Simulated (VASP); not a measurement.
# Al (Fm-3m) in VASP: a series of runs

The runs below take Al through single point, relaxation of cell and atoms, with PBE+D3(BJ).

Program: VASP 6.6.1. These are calculated values, not measurements. Logs are shortened: lines on timing, memory, paths and dates and some standing lists are left out, and cuts for length are marked.

### 1 The cell of the first run

The structure is cubic, space group Fm-3m (No. 225). The conventional cell has a = 3.984 Å, b = 3.984 Å, c = 3.984 Å, α = 90.00°, β = 90.00°, γ = 90.00°. Al (site symmetry m-3m) has 12 Al at 2.82 Å within 3.7 Å.

### 2 Single point, PBE+D3(BJ)

INCAR

```
ALGO = Normal
EDIFF = 1E-6
ENCUT = 520
GGA = PE
ISIF = 2
ISMEAR = -1
IVDW = 12
LASPH = T
LCHARG = T
LELF = T
LREAL = F
LVHAR = T
LWAVE = F
NBANDS = 8
NELM = 80
PREC = Accurate
SIGMA = 0.15
```

KPOINTS

```
k-points
0
Gamma
  18 18 18
```

POSCAR

```
Al
1.0
    0.0000000000      1.9920758076      1.9920758076
    1.9920758076      0.0000000000      1.9920758076
    1.9920758076      1.9920758076      0.0000000000
Al
1
Direct
    0.0000000000      0.0000000000      0.0000000000
```

Potentials or basis: VASP PAW PBE potentials, release 64 (Al).

On the command line:

```bash
> cat potpaw_PBE.64/Al/POTCAR > POTCAR
> mpirun -np 1 vasp_std > vasp.out
```

OUTCAR:

```text
EDIFF = 1E-6
   ENCUT = 520
   GGA = PE
   ISIF = 2
   ISMEAR = -1
   IVDW = 12
   LASPH = T
   LREAL = F
   NELM = 80
   PREC = Accurate
 IVDW          = 12

 ion  position               nearest neighbor table
   1  0.000  0.000  0.000-

  LATTYP: Found a face centered cubic cell.
 ALAT       =     3.9841516152

  Lattice vectors:

 A1 = (   0.0000000000,   1.9920758076,   1.9920758076)
 A2 = (   1.9920758076,   0.0000000000,   1.9920758076)
 A3 = (   1.9920758076,   1.9920758076,   0.0000000000)

Analysis of symmetry for initial positions (statically):
=====================================================================
 Subroutine PRICEL returns:
 Original cell was already a primitive cell.

 Routine SETGRP: Setting up the symmetry group for a
 face centered cubic supercell.

 Subroutine GETGRP returns: Found 48 space group operations
 (whereof 48 operations were pure point group operations)
 out of a pool of 48 trial point group operations.

The static configuration has the point symmetry O_h .

Analysis of symmetry for dynamics (positions and initial velocities):
=====================================================================
 Subroutine PRICEL returns:
 Original cell was already a primitive cell.

 Routine SETGRP: Setting up the symmetry group for a
 face centered cubic supercell.

 Subroutine GETGRP returns: Found 48 space group operations
 (whereof 48 operations were pure point group operations)
 out of a pool of 48 trial point group operations.

The dynamic configuration has the point symmetry O_h .

 Subroutine INISYM returns: Found 48 space group operations
 (whereof 48 operations are pure point group operations),
 and found     1 'primitive' translations

----------------------------------------------------------------------------------------

                                     Primitive cell

  volume of cell :      15.8106

  direct lattice vectors                    reciprocal lattice vectors
     0.000000000  1.992075808  1.992075808    -0.250994464  0.250994464  0.250994464
     1.992075808  0.000000000  1.992075808     0.250994464 -0.250994464  0.250994464
     1.992075808  1.992075808  0.000000000     0.250994464  0.250994464 -0.250994464

  length of vectors
     2.817220624  2.817220624  2.817220624     0.434735164  0.434735164  0.434735164

[... 77 lines left out ...]
   NELM   =     80;   NELMIN=  2; NELMDL= -5     # of ELM steps
   EDIFF  = 0.1E-05   stopping-criterion for ELM
   LREAL  =      F    real-space projection
   EDIFFG = 0.1E-04   stopping-criterion for IOM
   NSW    =      0    number of steps for IOM
   IBRION =     -1    ionic relax: 0-MD 1-quasi-New 2-CG
   NFREE  =      0    steps in history (QN), initial steepest desc. (CG)
   ISIF   =      2    stress and relaxation
   ISYM   =      2    0-nonsym 1-usesym 2-fastsym
   POTIM  = 0.5000    time-step for ionic-motion
   TEBEG  =    0.0;   TEEND  =   0.0 temperature during run
   PSTRESS=    0.0 pullay stress
   NELECT =       3.0000    total number of electrons
   NUPDOWN=      -1.0000    fix difference up-down
   EMIN   =  10.00;   EMAX   =-10.00  energy-range for DOS
   EFERMI =   0.00;   METHOD = LEGACY
   ISMEAR =    -1;   SIGMA  =   0.15  broadening in eV -4-tet -1-fermi 0-gaus
   EFERMI_NEDOS =   21; number of points for ismear=-14 and -15
   IALGO  =     38    algorithm
   IMIX   =      4    mixing-type and parameters
     AMIX     =   0.40;   BMIX     =  1.00
     AMIX_MAG =   1.60;   BMIX_MAG =  1.00
  volume/ion in A,a.u.               =      15.81       106.70
  Fermi-wavevector in a.u.,A,eV,Ry     =   0.940732  1.777726 12.040847  0.884977
  Thomas-Fermi vector in A             =   2.068173
   LORBIT       =      0    0 simple, 1 ext, 2 COOP (PROOUT), +10 PAW based schemes
   GGA     = PE    functional components
   LHFCALC =     F    Hartree Fock is set to
   AEXX    =    0.0000 exact exchange contribution
   IVDW    =    12    specifies the selected vdW correction
   LEPSILON=     F    determine dielectric tensor
   LRPA    =     F    only Hartree local field effects (RPA)
 non-spin polarized calculation
  energy-cutoff  :      520.00
  volume of cell :       15.81
 maximum number of plane-waves:       444
 NGX is ok and might be reduce to    24
   NGX = 11   NGY = 11   NGZ = 11

 number of electron       3.0000000 magnetization

 Free energy of the ion-electron system (eV)
  ---------------------------------------------------
  ext. energy  EPLUGINS =         0.00000000
  ---------------------------------------------------
  free energy    TOTEN  =        -3.75225459 eV

  energy without entropy =       -3.72201832  energy(sigma->0) =       -3.73713645

 E-fermi :   8.4442     XC(G=0): -10.3519

 val. band max:        8.4280235177   @ k =   0.5000   0.4444   0.0556
 cond. band min:       8.4477577565   @ k =  -0.4444   0.3333   0.1111
 fundamental gap:      0.0197342388
 Fermi energy:         8.4442251920

 k-point     1 :       0.0000    0.0000    0.0000
  band No.  band energies     occupation
      1      -2.9800      2.00000
      2      21.3115      0.00000
      3      21.3115      0.00000
      4      21.3115      0.00000
      5      23.1327      0.00000
      6      23.1327      0.00000
      7      23.1327      0.00000
      8      25.2314      0.00000
[... 243 lines left out ...]
 k-point    24 :      -0.2222    0.0556    0.0000
  band No.  band energies     occupation
      1      -1.2924      2.00000
      2      12.3894      0.00000
      3      18.0070      0.00000
      4      20.9290      0.00000
      5      22.7242      0.00000
      6      23.8066      0.00000
      7      24.2781      0.00000
      8      26.5190      0.00000

 [... further k-points ...]

------------------------ aborting loop because EDIFF is reached ----------------------------------------

 Edisp (eV)   -0.35160

 E8    (eV) :    -0.1573

  FORCE on cell =-STRESS in cart. coord.  units (eV):
  Direction    XX          YY          ZZ          XY          YZ          ZX
  --------------------------------------------------------------------------------------
  -------------------------------------------------------------------------------------
  Total      -0.00412    -0.00412    -0.00412     0.00000     0.00000    -0.00000
  in kB      -0.41732    -0.41732    -0.41732     0.00000     0.00000    -0.00000
  external pressure =       -0.42 kB  Pullay stress =        0.00 kB

 VOLUME and BASIS-vectors are now :
 -----------------------------------------------------------------------------
  energy-cutoff  :      520.00
  volume of cell :       15.81
      direct lattice vectors                 reciprocal lattice vectors
     0.000000000  1.992075808  1.992075808    -0.250994464  0.250994464  0.250994464
     1.992075808  0.000000000  1.992075808     0.250994464 -0.250994464  0.250994464
     1.992075808  1.992075808  0.000000000     0.250994464  0.250994464 -0.250994464

 POSITION                                       TOTAL-FORCE (eV/Angst)
 -----------------------------------------------------------------------------------
      0.00000      0.00000      0.00000         0.000000      0.000000      0.000000
 -----------------------------------------------------------------------------------
    total drift:                               -0.000000      0.000000     -0.000000

  FREE ENERGIE OF THE ION-ELECTRON SYSTEM (eV)
  ---------------------------------------------------
  free  energy   TOTEN  =        -4.1038497503 eV

  energy  without entropy=       -4.0736134898  energy(sigma->0) =       -4.08873162
```

stdout:

```text
POSCAR found type information on POSCAR Al
 POSCAR found :  1 types and       1 ions
 scaLAPACK will be used
 LDA part: xc-table for (Slater+PW92), standard interpolation
 POSCAR, INCAR and KPOINTS ok, starting setup
 FFT: planning ... GRIDC
 FFT: planning ... GRID_SOFT
 FFT: planning ... GRID
 WAVECAR not read
 entering main loop
```

Wall time 9.6 s (1 thread of Intel Xeon 6975P-C (Granite Rapids), shared host); peak memory 0.15 GiB.

What came out:

```yaml
Free_energy: -4.1038 eV
Pressure: 0.0 GPa
Dispersion_energy_per_atom: -0.352 eV
```

Caveat: pairwise dispersion overbinds metals, which lowers pressure and volume.

### 3 Relaxation of cell and atoms, PBE+D3(BJ)

INCAR

```
PREC = Accurate ; ENCUT = 600
EDIFF = 1E-6 ; ISMEAR = -1
SIGMA = 0.15 ; LREAL = False
LASPH = True ; NELM = 60
ALGO = Fast ; ISIF = 3
LWAVE = False ; LCHARG = False
GGA = PE ; IVDW = 12
IBRION = 2 ; NSW = 80
EDIFFG = -0.001
```

KPOINTS

```
Automatic mesh
0
Gamma
  18 18 18
```

POSCAR

```
Al
1.0
    0.0000000000      1.9911140014      1.9911140014
    1.9911140014      0.0000000000      1.9911140014
    1.9911140014      1.9911140014      0.0000000000
Al
1
Direct
    0.0000000000      0.0000000000      0.0000000000
```

Potentials or basis: VASP PAW PBE potentials, release 64 (Al).

On the command line:

```bash
> cat potpaw_PBE.64/Al/POTCAR > POTCAR
> mpirun -np 1 vasp_std > vasp.out
```

It took 9.7 s on 1 thread of Intel Xeon 6975P-C (Granite Rapids), shared host; peak memory 0.15 GiB.

Results (log left out):

| Property | Result |
| --- | --- |
| Free energy | -4.1039 eV |
| Relaxed volume | 15.80 Å³/atom |
| Relaxed cell | a = 2.817 Å, b = 2.817 Å, c = 2.817 Å, α = 60.00°, β = 60.00°, γ = 60.00° |
| Space group after relaxing (to 0.05 Å) | Fm-3m (No. 225) |
| Energy gained by relaxing | 0.0 meV/atom |
| Ionic steps | 3 |
| Pressure after relaxing | 0.0 GPa |
| Dispersion energy per atom | -0.352 eV |

Final structure:
```xyz
1
Lattice="0.0000 1.9918 1.9918 1.9918 0.0000 1.9918 1.9918 1.9918 0.0000" Properties=species:S:1:pos:R:3 pbc="T T T"
Al    0.0000    0.0000    0.0000
```

Levels at points of the mesh, in eV from the Fermi level:
```tsv
k point	band 1	band 2	band 3	band 4
(0.00, 0.00, 0.00)	-11.43	12.87	12.87	12.87
(0.50, 0.00, 0.00)	-4.76	-4.43	11.67	11.67
(0.50, 0.50, 0.00)	-3.02	-1.60	5.28	5.81
```

Caveat: pairwise dispersion overbinds metals, which lowers pressure and volume.

### 4 Single point, PBE+D3(BJ) (volume scaled by 0.91)

INCAR

```
SYSTEM = Al
PREC = Accurate ; ENCUT = 500
EDIFF = 1E-6 ; ISMEAR = 0
SIGMA = 0.1 ; LREAL = .False.
LASPH = .True. ; NELM = 120
ALGO = Normal ; ISIF = 2
LWAVE = .False. ; LCHARG = .False.
GGA = PE ; IVDW = 12
NBANDS = 8 ; GGA_COMPAT = .False.
```

KPOINTS

```
regular mesh
0
Gamma
  18 18 18
  0 0 0
```

POSCAR

```
Al
1.0
    0.0000000000      1.9294932210      1.9294932210
    1.9294932210      0.0000000000      1.9294932210
    1.9294932210      1.9294932210      0.0000000000
Al
1
Direct
    0.0000000000      0.0000000000      0.0000000000
```

On the command line:

```bash
> cat potpaw_PBE.64/Al/POTCAR > POTCAR
> mpirun -np 1 vasp_std > vasp.out
```

Run time: 26 s. Hardware: 1 thread of Intel Xeon 8259CL, shared host; peak memory 0.14 GiB.

Results (log left out):

```yaml
Free_energy: -4.0484 eV
Pressure: 10.0 GPa
Dispersion_energy_per_atom: -0.388 eV
```

Levels at points of the mesh, in eV from the Fermi level:
| k point | band 1 | band 2 | band 3 | band 4 | band 5 | band 6 |
| --- | --- | --- | --- | --- | --- | --- |
| (0.00, 0.00, 0.00) | -12.12 | 13.42 | 13.42 | 13.42 | 16.02 | 16.02 |
| (0.50, 0.00, 0.00) | -5.16 | -4.58 | 12.12 | 12.12 | 12.98 | 12.98 |
| (0.50, 0.50, 0.00) | -3.26 | -1.66 | 5.29 | 6.29 | 6.29 | 10.51 |

Caveat: the cell differs from its parent crystal (volume scaled by 0.91); pairwise dispersion overbinds metals, which lowers pressure and volume.

### 5 The runs side by side

| task | cell | cutoff (eV) | smearing | gap on the mesh (eV) | pressure (GPa) |
| --- | --- | --- | --- | --- | --- |
| single point | a = 2.817 Å, angles 60.0°, 1 atom | 520 | fermi-dirac 0.15 eV | none | 0.0 |
| relaxation of cell and atoms | relaxed from a = 2.816 Å, angles 60.0°, 1 atom | 600 | fermi-dirac 0.15 eV | none | 0.0 |
| single point | a = 2.729 Å, angles 60.0°, 1 atom | 500 | gaussian 0.1 eV | none | 10.0 |

Alike in all rows: level PBE+D3(BJ); potentials or basis VASP PAW PBE potentials, release 64 (Al); no spin polarisation; k mesh 18 × 18 × 18.

Caveats: pairwise dispersion overbinds metals, which lowers pressure and volume.

Absolute energies hang on the potentials; compare differences alone.
